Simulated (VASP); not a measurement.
# MgC2: relaxation of cell and atoms with LDA

The system is MgC2.

```xyz
6
Lattice="3.9508 0.0000 0.0000 0.0000 3.9508 0.0000 0.0000 0.0000 4.9871" Properties=species:S:1:pos:R:3 pbc="T T T"
Mg    0.0000    0.0000    2.4935
Mg    1.9754    1.9754    0.0000
C     1.5315    2.4192    2.4935
C     0.4439    0.4439    0.0000
C     2.4192    1.5315    2.4935
C     3.5069    3.5069    0.0000
```

```json
{"Program": "VASP 6.6.1", "Task": "relaxation of cell and atoms", "Functional": "LDA", "Potentials or basis": "VASP PAW LDA potentials, release 64 (Mg, C)", "Cutoff": "600 eV", "k mesh": "5 × 5 × 5", "Occupations": "fermi-dirac, width 0.05 eV", "Spin": "no spin polarisation", "Target pressure": "2 GPa", "Dipole correction": "no", "Further INCAR settings": "ALGO = Normal; EDIFF = 1e-07; IBRION = 2; EDIFFG = -0.01; NSW = 60; ISIF = 3"}
```

The relaxed volume is 11.82 Å³/atom. The relaxed cell is a = 3.859 Å, b = 3.859 Å, c = 4.762 Å, α = 90.00°, β = 90.00°, γ = 90.00°, the space group after relaxing (to 0.1 Å) is P4_2/mnm (No. 136) and the energy change on relaxing (the run minimises the enthalpy) is -14.7 meV/atom. The ionic steps are 23 and the pressure after relaxing is 1.9 GPa. The band gap on the k mesh is 2.20 eV (least direct gap 2.52 eV).

Forces on the atoms (eV/Å):
```
Mg   0.000  0.000  0.000
Mg   0.000  0.000  0.000
C   -0.002  0.002  0.000
C    0.002  0.002  0.000
C    0.002 -0.002  0.000
C   -0.002 -0.002  0.000
```

Stress tensor (GPa, compression positive):
```
1.87 0.00 0.00
0.00 1.87 0.00
0.00 0.00 2.07
```

The path:
```
step  energy change (eV)  largest force (eV/Å)  pressure (GPa)  volume (Å³)
   1              0.0000                0.3794           -6.00        77.84
   2              0.3274                6.6461           12.34        70.77
   3             -0.0396                1.5457           -0.92        75.44
   4             -0.0907                0.2377            1.15        72.19
   5             -0.0845                0.0962            1.81        71.37
   6             -0.0844                0.0144            2.15        71.18
   7             -0.0814                0.2757            2.96        70.74
   8             -0.0819                0.1976            2.87        70.70
   9             -0.0820                0.0345            2.61        70.57
  10             -0.0816                0.1160            2.52        70.52
  11             -0.0820                0.0929            2.51        70.53
  12             -0.0830                0.0238            2.49        70.56
  13             -0.0837                0.1145            2.48        70.62
  14             -0.0835                0.0413            2.48        70.59
  15             -0.0845                0.0274            2.27        70.65
  16             -0.0848                0.0525            2.20        70.68
  17             -0.0858                0.0203            2.14        70.75
  18             -0.0866                0.0116            2.09        70.81
  19             -0.0868                0.0157            2.08        70.82
  20             -0.0871                0.0047            2.01        70.85
  21             -0.0875                0.0241            1.95        70.88
  22             -0.0877                0.0178            1.95        70.89
  23             -0.0881                0.0023            1.93        70.93
```

Final structure:
```
Mg C
1.0
     3.85941    0.00000    0.00000
     0.00000    3.85941    0.00000
     0.00000    0.00000    4.76166
Mg C
2 4
Direct
  0.00000 0.00000 0.50000
  0.50000 0.50000 0.00000
  0.38607 0.61393 0.50000
  0.11393 0.11393 0.00000
  0.61393 0.38607 0.50000
  0.88607 0.88607 0.00000
```

Levels at points of the mesh, in eV from the valence-band top:
| k point | band 6 | band 7 | band 8 | band 9 | band 10 | band 11 | band 12 | band 13 | band 14 |
| --- | --- | --- | --- | --- | --- | --- | --- | --- | --- |
| (0.00, 0.00, 0.00) | -2.95 | -1.33 | -0.49 | -0.32 | -0.32 | 2.20 | 5.29 | 5.49 | 5.49 |

It took 5.2 min on 1 thread of Intel Xeon 8259CL, on a shared host, peak memory 0.19 GiB.

Caveat: the cell is relaxed towards a set pressure, so the run minimises the enthalpy, not the energy. A k mesh can miss the band edges.
